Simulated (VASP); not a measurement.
# BeS (F-43m) in VASP: further runs

Aim: see how the results for BeS move with the level of theory and the settings. Levels: PBE, PBEsol, LDA. Tasks: single point.

All numbers are computed with VASP 6.6.1; they aren't measurements. Logs are shortened: lines on timing, memory, paths and dates and some standing lists are left out, and cuts for length are marked.

## 1. The cell of the first run

It takes space group F-43m (No. 216, cubic). The conventional cell has a = 4.876 Å, b = 4.876 Å, c = 4.876 Å, α = 90.00°, β = 90.00°, γ = 90.00°. Be (site symmetry -43m) has 4 S at 2.11 Å within 2.8 Å. S (site symmetry -43m) has 4 Be at 2.11 Å within 2.8 Å.

## 2. Single point, PBE

File INCAR:

```
PREC = Accurate ; ENCUT = 520
EDIFF = 1E-7 ; ISMEAR = -1
SIGMA = 0.02 ; LREAL = False
LASPH = True ; NELM = 80
ALGO = Normal ; ISIF = 2
LWAVE = False ; LCHARG = False
GGA = PE ; NBANDS = 11
```

File KPOINTS:

```
Automatic mesh
0
Gamma
  8 8 8
```

File POSCAR:

```
BeS
1.0
    0.0000000000      2.4379189248      2.4379189248
    2.4379189248      0.0000000000      2.4379189248
    2.4379189248      2.4379189248      0.0000000000
Be S
1 1
Direct
    0.0000000000      0.0000000000      0.0000000000
    0.2500000000      0.2500000000      0.2500000000
```

Potentials or basis: VASP PAW PBE potentials, release 64 (Be, S).

Command:

```
$ cat potpaw_PBE.64/Be/POTCAR potpaw_PBE.64/S/POTCAR > POTCAR
$ mpirun -np 1 vasp_std > vasp.out
```

OUTCAR:

```text
PREC = Accurate
   ENCUT = 520
   EDIFF = 1E-7
   ISMEAR = -1
   LREAL = False
   LASPH = True
   NELM = 80
   ISIF = 2
   GGA = PE

 ion  position               nearest neighbor table
   1  0.000  0.000  0.000-   2 2.11   2 2.11   2 2.11   2 2.11
   2  0.250  0.250  0.250-   1 2.11   1 2.11   1 2.11   1 2.11

  LATTYP: Found a face centered cubic cell.
 ALAT       =     4.8758378496

  Lattice vectors:

 A1 = (   0.0000000000,   2.4379189248,   2.4379189248)
 A2 = (   2.4379189248,   0.0000000000,   2.4379189248)
 A3 = (   2.4379189248,   2.4379189248,   0.0000000000)

Analysis of symmetry for initial positions (statically):
=====================================================================
 Subroutine PRICEL returns:
 Original cell was already a primitive cell.

 Routine SETGRP: Setting up the symmetry group for a
 face centered cubic supercell.

 Subroutine GETGRP returns: Found 24 space group operations
 (whereof 24 operations were pure point group operations)
 out of a pool of 48 trial point group operations.

The static configuration has the point symmetry T_d .

Analysis of symmetry for dynamics (positions and initial velocities):
=====================================================================
 Subroutine PRICEL returns:
 Original cell was already a primitive cell.

 Routine SETGRP: Setting up the symmetry group for a
 face centered cubic supercell.

 Subroutine GETGRP returns: Found 24 space group operations
 (whereof 24 operations were pure point group operations)
 out of a pool of 48 trial point group operations.

The dynamic configuration has the point symmetry T_d .

 Subroutine INISYM returns: Found 24 space group operations
 (whereof 24 operations are pure point group operations),
 and found     1 'primitive' translations

----------------------------------------------------------------------------------------

                                     Primitive cell

  volume of cell :      28.9793

  direct lattice vectors                    reciprocal lattice vectors
     0.000000000  2.437918925  2.437918925    -0.205092957  0.205092957  0.205092957
     2.437918925  0.000000000  2.437918925     0.205092957 -0.205092957  0.205092957
     2.437918925  2.437918925  0.000000000     0.205092957  0.205092957 -0.205092957

  length of vectors
     3.447738007  3.447738007  3.447738007     0.355231421  0.355231421  0.355231421

  position of ions in fractional coordinates (direct lattice)
     0.000000000  0.000000000  0.000000000
     0.250000000  0.250000000  0.250000000

  ion indices of the primitive-cell ions
   primitive index   ion index
                 1           1
                 2           2

----------------------------------------------------------------------------------------

 KPOINTS: Automatic mesh

Automatic generation of k-mesh.
 Grid dimensions read from file:
 generate k-points for:    8    8    8

 Generating k-lattice:

  Cartesian coordinates                     Fractional coordinates (reciprocal lattice)
    -0.025636620  0.025636620  0.025636620     0.125000000  0.000000000  0.000000000
     0.025636620 -0.025636620  0.025636620     0.000000000  0.125000000  0.000000000
     0.025636620  0.025636620 -0.025636620     0.000000000  0.000000000  0.125000000

  Length of vectors
     0.044403928  0.044403928  0.044403928

  Shift w.r.t. Gamma in fractional coordinates (k-lattice)
     0.000000000  0.000000000  0.000000000

 Subroutine IBZKPT returns following result:
 ===========================================

 Found     29 irreducible k-points:

 Following reciprocal coordinates:
            Coordinates               Weight
  0.000000  0.000000  0.000000      1.000000
  0.125000  0.000000  0.000000      8.000000
  0.250000  0.000000  0.000000      8.000000
  0.375000  0.000000  0.000000      8.000000
  0.500000  0.000000  0.000000      4.000000
  0.125000  0.125000  0.000000      6.000000
[... 16 lines left out ...]
  0.500000  0.250000  0.125000     48.000000
 -0.375000  0.250000  0.125000     24.000000
 [... further k-points ...]
   k-points           NKPTS =     29   k-points in BZ     NKDIM =     29   number of bands    NBANDS=     11
   number of dos      NEDOS =    301   number of ions     NIONS =      2
   total plane-waves  NPLWV =  21952
   dimension x,y,z NGX =    28 NGY =   28 NGZ =   28
   dimension x,y,z NGXF=    56 NGYF=   56 NGZF=   56
   ions per type =               1   1
   NGX,Y,Z   is equivalent  to a cutoff of  13.50, 13.50, 13.50 a.u.
   NGXF,Y,Z  is equivalent  to a cutoff of  27.00, 27.00, 27.00 a.u.
 SYSTEM =  unknown system
   PREC   = accura    normal or accurate (medium, high low for compatibility)
   ISTART =      0    job   : 0-new  1-cont  2-samecut
   ICHARG =      2    charge: 1-file 2-atom 10-const
   ISPIN  =      1    spin polarized calculation?
   LNONCOLLINEAR =      F non collinear calculations
   LSORBIT =      F    spin-orbit coupling
   LASPH  =      T    aspherical Exc in radial PAW
   ENCUT  =  520.0 eV  38.22 Ry    6.18 a.u.   6.41  6.41  6.41*2*pi/ulx,y,z
   NELM   =     80;   NELMIN=  2; NELMDL= -5     # of ELM steps
   EDIFF  = 0.1E-06   stopping-criterion for ELM
   LREAL  =      F    real-space projection
   EDIFFG = 0.1E-05   stopping-criterion for IOM
   NSW    =      0    number of steps for IOM
   IBRION =     -1    ionic relax: 0-MD 1-quasi-New 2-CG
   NFREE  =      0    steps in history (QN), initial steepest desc. (CG)
   ISIF   =      2    stress and relaxation
   ISYM   =      2    0-nonsym 1-usesym 2-fastsym
   POTIM  = 0.5000    time-step for ionic-motion
   TEBEG  =    0.0;   TEEND  =   0.0 temperature during run
   PSTRESS=    0.0 pullay stress
   NELECT =       8.0000    total number of electrons
   NUPDOWN=      -1.0000    fix difference up-down
   EMIN   =  10.00;   EMAX   =-10.00  energy-range for DOS
   EFERMI =   0.00;   METHOD = LEGACY
   ISMEAR =    -1;   SIGMA  =   0.02  broadening in eV -4-tet -1-fermi 0-gaus
   EFERMI_NEDOS =   21; number of points for ismear=-14 and -15
   IALGO  =     38    algorithm
   IMIX   =      4    mixing-type and parameters
     AMIX     =   0.40;   BMIX     =  1.00
     AMIX_MAG =   1.60;   BMIX_MAG =  1.00
  volume/ion in A,a.u.               =      14.49        97.78
  Fermi-wavevector in a.u.,A,eV,Ry     =   1.065963  2.014378 15.459996  1.136278
  Thomas-Fermi vector in A             =   2.201532
   LORBIT       =      0    0 simple, 1 ext, 2 COOP (PROOUT), +10 PAW based schemes
   GGA     = PE    functional components
   LHFCALC =     F    Hartree Fock is set to
   AEXX    =    0.0000 exact exchange contribution
   IVDW    =     0    specifies the selected vdW correction
   LEPSILON=     F    determine dielectric tensor
   LRPA    =     F    only Hartree local field effects (RPA)
 non-spin polarized calculation
  energy-cutoff  :      520.00
  volume of cell :       28.98
 maximum number of plane-waves:       799
 NGX is ok and might be reduce to    28
   NGX = 13   NGY = 13   NGZ = 13

 number of electron       7.9999999 magnetization

 Free energy of the ion-electron system (eV)
  ---------------------------------------------------
  ext. energy  EPLUGINS =         0.00000000
  ---------------------------------------------------
  free energy    TOTEN  =       -10.01333886 eV

  energy without entropy =      -10.01333886  energy(sigma->0) =      -10.01333886

 E-fermi :   4.4023     XC(G=0):  -9.6649

 val. band max:        4.0113703650   @ k =   0.0000   0.0000   0.0000
 cond. band min:       7.1573171317   @ k =   0.5000   0.5000   0.0000
 fundamental gap:      3.1459467667
 Fermi energy:         4.4022958231

 k-point     1 :       0.0000    0.0000    0.0000
  band No.  band energies     occupation
      1      -9.5752      2.00000
      2       4.0114      2.00000
      3       4.0114      2.00000
      4       4.0114      2.00000
      5       9.6871      0.00000
      6       9.6871      0.00000
      7       9.6871      0.00000
      8       9.7629      0.00000
      9      16.7937      0.00000
     10      16.7937      0.00000
     11      18.7600      0.00000

 k-point     2 :       0.1250    0.0000    0.0000
  band No.  band energies     occupation
      1      -9.4017      2.00000
      2       2.8285      2.00000
      3       3.8171      2.00000
      4       3.8171      2.00000
      5       9.5800      0.00000
      6      10.0362      0.00000
      7      10.0362      0.00000
      8      11.0668      0.00000
      9      16.1138      0.00000
     10      16.1138      0.00000
     11      18.6402      0.00000

 k-point     3 :       0.2500    0.0000    0.0000
  band No.  band energies     occupation
      1      -8.9245      2.00000
      2       0.7590      2.00000
      3       3.4283      2.00000
      4       3.4283      2.00000
      5       9.5195      0.00000
      6      10.5743      0.00000
      7      10.5743      0.00000
      8      13.1642      0.00000
      9      15.8749      0.00000
     10      15.8749      0.00000
     11      18.1953      0.00000

 k-point     4 :       0.3750    0.0000    0.0000
  band No.  band energies     occupation
      1      -8.3209      2.00000
      2      -0.9682      2.00000
      3       3.1138      2.00000
      4       3.1138      2.00000
      5       9.4588      0.00000
      6      10.6477      0.00000
      7      10.6477      0.00000
      8      14.6984      0.00000
      9      17.2033      0.00000
     10      17.2033      0.00000
     11      18.3227      0.00000
[... 239 lines left out ...]
 k-point    22 :       0.3750    0.2500    0.1250
  band No.  band energies     occupation
      1      -8.5352      2.00000
      2       0.5253      2.00000
      3       1.9118      2.00000
      4       2.9155      2.00000
      5       9.5362      0.00000
      6      11.2603      0.00000
      7      11.4905      0.00000
      8      12.5233      0.00000
      9      15.5504      0.00000
     10      18.3505      0.00000
     11      19.8513      0.00000

 k-point    23 :       0.5000    0.2500    0.1250
  band No.  band energies     occupation
      1      -8.0054      2.00000
      2      -0.6085      2.00000
      3       1.3816      2.00000
      4       2.4544      2.00000
      5      10.0064      0.00000
      6      10.8102      0.00000
      7      12.4195      0.00000
      8      13.2498      0.00000
      9      16.5668      0.00000
     10      18.3173      0.00000
     11      20.3655      0.00000

 k-point    24 :      -0.3750    0.2500    0.1250
  band No.  band energies     occupation
      1      -7.7405      2.00000
      2      -1.1485      2.00000
      3       1.2859      2.00000
      4       2.2145      2.00000
      5      10.1180      0.00000
      6      10.5618      0.00000
      7      13.0755      0.00000
      8      14.4565      0.00000
      9      15.4025      0.00000
     10      19.2414      0.00000
     11      19.8653      0.00000

 [... further k-points ...]
[... 5 lines left out ...]
  --------------------------------------------------------------------------------------
  -------------------------------------------------------------------------------------
  Total        0.0047654      0.0047654      0.0047654      0.0000000      0.0000000      0.0000000
  in kB        0.2634625      0.2634625      0.2634625      0.0000000      0.0000000      0.0000000
  external PRESSURE =       0.2634625 kB  Pullay stress =       0.0000000 kB

 VOLUME and BASIS-vectors are now :
 -----------------------------------------------------------------------------
  energy-cutoff  :      520.00
  volume of cell :       28.98
      direct lattice vectors                 reciprocal lattice vectors
     0.000000000  2.437918925  2.437918925    -0.205092957  0.205092957  0.205092957
     2.437918925  0.000000000  2.437918925     0.205092957 -0.205092957  0.205092957
     2.437918925  2.437918925  0.000000000     0.205092957  0.205092957 -0.205092957

 POSITION                                       TOTAL-FORCE (eV/Angst)
 -----------------------------------------------------------------------------------
      0.00000      0.00000      0.00000         0.000000      0.000000      0.000000
      1.21896      1.21896      1.21896        -0.000000     -0.000000     -0.000000
 -----------------------------------------------------------------------------------
    total drift:                               -0.000000     -0.000000      0.000000

  FREE ENERGIE OF THE ION-ELECTRON SYSTEM (eV)
  ---------------------------------------------------
  free  energy   TOTEN  =       -10.0133388590 eV

  energy  without entropy=      -10.0133388590  energy(sigma->0) =      -10.01333886
```

Run time: 13 s. Hardware: 1 thread of Intel Xeon 8259CL, shared host; peak memory 0.15 GiB.

Results:

| Quantity | Value |
| --- | --- |
| Free energy | -10.0133 eV |
| Pressure | 0.0 GPa |
| Band gap on the k mesh | 3.15 eV, indirect (least direct gap 5.68 eV) |

Levels at points of the mesh, in eV from the valence-band top:
```tsv
k point	band 1	band 2	band 3	band 4	band 5	band 6	band 7	band 8
(0.00, 0.00, 0.00)	-13.59	0.00	0.00	0.00	5.68	5.68	5.68	5.75
(0.50, 0.00, 0.00)	-12.02	-5.69	-1.01	-1.01	5.42	6.57	6.57	11.13
(0.50, 0.50, 0.00)	-11.49	-4.94	-2.59	-2.59	3.15	4.93	12.65	12.65
```

A k mesh can miss the band edges. A hybrid or GW would open this gap; PBE tends to underestimate it.

## 3. Single point, PBEsol

This run uses another cell than the first one, of 14.15 Å³/atom, 0.977 times its volume.

File INCAR:

```
PREC = Accurate
ENCUT = 520
EDIFF = 1E-7
ISMEAR = -1
SIGMA = 0.02
LREAL = F
LASPH = T
NELM = 100
ALGO = Normal
ISIF = 2
LWAVE = F
LCHARG = F
GGA = PS
NBANDS = 11
```

KPOINTS is that of step 2.

File POSCAR:

```
BeS
1.0
    0.0000000000      2.4187884650      2.4187884650
    2.4187884650      0.0000000000      2.4187884650
    2.4187884650      2.4187884650      0.0000000000
Be S
1 1
Direct
    0.0000000000      0.0000000000      0.0000000000
    0.2500000000      0.2500000000      0.2500000000
```

Potentials or basis: VASP PAW PBE potentials, release 64 (Be, S).

Command:

```
$ cat potpaw_PBE.64/Be/POTCAR potpaw_PBE.64/S/POTCAR > POTCAR
$ mpirun -np 1 vasp_std > vasp.out
```

Run time: 12 s. Hardware: 1 thread of Intel Xeon 8259CL, shared host; peak memory 0.15 GiB.

The run converged. Its results:

| Quantity | Value |
| --- | --- |
| Free energy | -10.5641 eV |
| Pressure | 0.2 GPa |
| Band gap on the k mesh | 2.91 eV, indirect (least direct gap 5.61 eV) |

Levels at points of the mesh, in eV from the valence-band top:
| k point | band 1 | band 2 | band 3 | band 4 | band 5 | band 6 | band 7 | band 8 | band 9 |
| --- | --- | --- | --- | --- | --- | --- | --- | --- | --- |
| (0.00, 0.00, 0.00) | -13.77 | 0.00 | 0.00 | 0.00 | 5.61 | 5.61 | 5.61 | 5.77 | 12.81 |
| (0.50, 0.00, 0.00) | -12.11 | -5.91 | -1.05 | -1.05 | 5.41 | 6.48 | 6.48 | 11.01 | 14.96 |
| (0.50, 0.50, 0.00) | -11.56 | -5.11 | -2.70 | -2.70 | 2.91 | 4.80 | 12.81 | 12.81 | 15.51 |

Caveat: the PAW data sets were made with another functional, which shifts forces and pressure a little.

## 4. Single point, LDA

This run uses another cell than the first one, of 13.79 Å³/atom, 0.952 times its volume.

File INCAR:

```
PREC = Accurate
ENCUT = 520
EDIFF = 1E-7
ISMEAR = -1
SIGMA = 0.02
LREAL = False
LASPH = True
NELM = 60
ALGO = Normal
ISIF = 2
LWAVE = False
LCHARG = False
NBANDS = 11
```

File KPOINTS:

```
regular mesh
0
Gamma
  8 8 8
```

File POSCAR:

```
BeS
1.0
    0.0000000000      2.3982292572      2.3982292572
    2.3982292572      0.0000000000      2.3982292572
    2.3982292572      2.3982292572      0.0000000000
Be S
1 1
Direct
    0.0000000000      0.0000000000      0.0000000000
    0.2500000000      0.2500000000      0.2500000000
```

Potentials or basis: VASP PAW LDA potentials, release 64 (Be, S).

Command:

```
$ cat potpaw_LDA.64/Be/POTCAR potpaw_LDA.64/S/POTCAR > POTCAR
$ mpirun -np 1 vasp_std > vasp.out
```

Wall time 10 s (1 thread of Intel Xeon 8259CL, shared host); peak memory 0.13 GiB.

It converged, with:

| Item | Value |
| --- | --- |
| Free energy | -11.1423 eV |
| Pressure | 0.0 GPa |
| Band gap on the k mesh | 2.83 eV, indirect (least direct gap 5.53 eV) |

Levels at points of the mesh, in eV from the valence-band top:
```tsv
k point	band 2	band 3	band 4	band 5	band 6	band 7
(0.00, 0.00, 0.00)	0.00	0.00	0.00	5.53	5.53	5.53
(0.50, 0.00, 0.00)	-6.06	-1.09	-1.09	5.48	6.43	6.43
(0.50, 0.50, 0.00)	-5.21	-2.79	-2.79	2.83	4.77	12.88
```

A k mesh can miss the band edges. LDA gaps usually lie below the measured ones, often by a third to a half.

## 5. Single point, PBE

This run uses another cell than the first one, of 14.43 Å³/atom, 0.996 times its volume.

File INCAR:

```
SYSTEM = BeS
ALGO = Normal
EDIFF = 1E-6
ENCUT = 520
GGA = PE
ISIF = 2
ISMEAR = -1
LASPH = .True.
LCHARG = .False.
LREAL = .False.
LWAVE = .False.
NBANDS = 11
NELM = 100
PREC = Accurate
SIGMA = 0.02
```

File KPOINTS:

```
k-points
0
Gamma
  10 10 10
  0 0 0
```

File POSCAR:

```
BeS
1.0
    0.0000000000      2.4343066148      2.4343066148
    2.4343066148      0.0000000000      2.4343066148
    2.4343066148      2.4343066148      0.0000000000
Be S
1 1
Direct
    0.0000000000      0.0000000000      0.0000000000
    0.2500000000      0.2500000000      0.2500000000
```

Potentials or basis: VASP PAW PBE potentials, release 64 (Be, S).

Command:

```
$ cat potpaw_PBE.64/Be/POTCAR potpaw_PBE.64/S/POTCAR > POTCAR
$ mpirun -np 1 vasp_std > vasp.out
```

Run time: 21 s. Hardware: 1 thread of Intel Xeon 8259CL, shared host; peak memory 0.15 GiB.

It converged, with:

```
Free energy            : -10.0133 eV
Pressure               : 0.4 GPa
Band gap on the k mesh : 3.14 eV, indirect (least direct gap 5.67 eV)
```

Levels at points of the mesh, in eV from the valence-band top:
```
           k point  band 1  band 2  band 3  band 4  band 5  band 6  band 7  band 8
(0.00, 0.00, 0.00)  -13.62    0.00    0.00    0.00    5.67    5.67    5.67    5.79
(0.50, 0.00, 0.00)  -12.04   -5.71   -1.02   -1.02    5.44    6.56    6.56   11.15
(0.50, 0.50, 0.00)  -11.51   -4.96   -2.60   -2.60    3.14    4.93   12.69   12.69
```

A k mesh can miss the band edges. PBE gaps usually lie below the measured ones, often by a third to a half.

## 6. Overview

| level | potentials or basis | cell | k mesh | gap on the mesh (eV) | pressure (GPa) |
| --- | --- | --- | --- | --- | --- |
| PBE | VASP PAW PBE potentials, release 64 (Be, S) | a = 3.448 Å, angles 60.0°, 2 atoms | 8 × 8 × 8 | 3.15 | 0.0 |
| PBEsol | VASP PAW PBE potentials, release 64 (Be, S) | a = 3.421 Å, angles 60.0°, 2 atoms | 8 × 8 × 8 | 2.91 | 0.2 |
| LDA | VASP PAW LDA potentials, release 64 (Be, S) | a = 3.392 Å, angles 60.0°, 2 atoms | 8 × 8 × 8 | 2.83 | 0.0 |
| PBE | VASP PAW PBE potentials, release 64 (Be, S) | a = 3.443 Å, angles 60.0°, 2 atoms | 10 × 10 × 10 | 3.14 | 0.4 |

Alike in all rows: task single point; no spin polarisation; cutoff (eV) 520; smearing fermi-dirac 0.02 eV.

Caveats: the PAW data sets were made with another functional, which shifts forces and pressure a little (some runs).

Absolute energies hang on the potentials; compare differences alone.
